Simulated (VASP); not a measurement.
Set up this calculation in VASP 6.6.1, as the native input.

```
Task                   : single point
Functional             : revPBE
Potentials or basis    : VASP PAW PBE potentials, release 64 (Tl_d)
Cutoff                 : 520 eV
k mesh                 : 11 × 11 × 11
Occupations            : fermi-dirac, width 0.1 eV
Spin                   : no spin polarisation
Dipole correction      : no
Further INCAR settings : ALGO = Normal; EDIFF = 1e-06; NBANDS = 12
```

The structure of Tl lies in POSCAR:

```
Tl
1.0
    0.0000000000      2.5426132128      2.5426132128
    2.5426132128      0.0000000000      2.5426132128
    2.5426132128      2.5426132128      0.0000000000
Tl
1
Direct
    0.0000000000      0.0000000000      0.0000000000
```

These files were run (other wordings do the same):

INCAR

```
SYSTEM = Tl
PREC     = Accurate       ! precision mode
ENCUT    = 520            ! plane-wave cutoff, eV
EDIFF    = 1E-6           ! SCF threshold, eV
ISMEAR   = -1             ! smearing method
SIGMA    = 0.1            ! smearing width, eV
LREAL    = .False.        ! projectors in reciprocal space
LASPH    = .True.         ! aspherical terms in the spheres
NELM     = 60             ! most SCF steps
ALGO     = Normal         ! electronic algorithm
ISIF     = 2              ! what is computed and relaxed
LWAVE    = .False.        ! write WAVECAR
LCHARG   = .True.         ! write CHGCAR
GGA      = RE             ! functional
LELF     = .True.         ! ELF
LVHAR    = .True.       
NBANDS   = 12             ! bands
```

KPOINTS

```
Automatic mesh
0
Gamma
  11 11 11
  0 0 0
```

Potentials or basis: VASP PAW PBE potentials, release 64 (Tl_d).

The run is started by

```bash
$ cat potpaw_PBE.64/Tl_d/POTCAR > POTCAR
$ mpirun -np 1 vasp_std > vasp.out
```

It gave:

```
Pressure : -0.1 GPa
```

Caveat: the PAW data sets were made with another functional, which shifts forces and pressure a little.

Run time: 11 s on 1 thread of Intel(R) Xeon(R) Platinum 8488C (Sapphire Rapids) (shared host), peak memory 0.16 GiB.
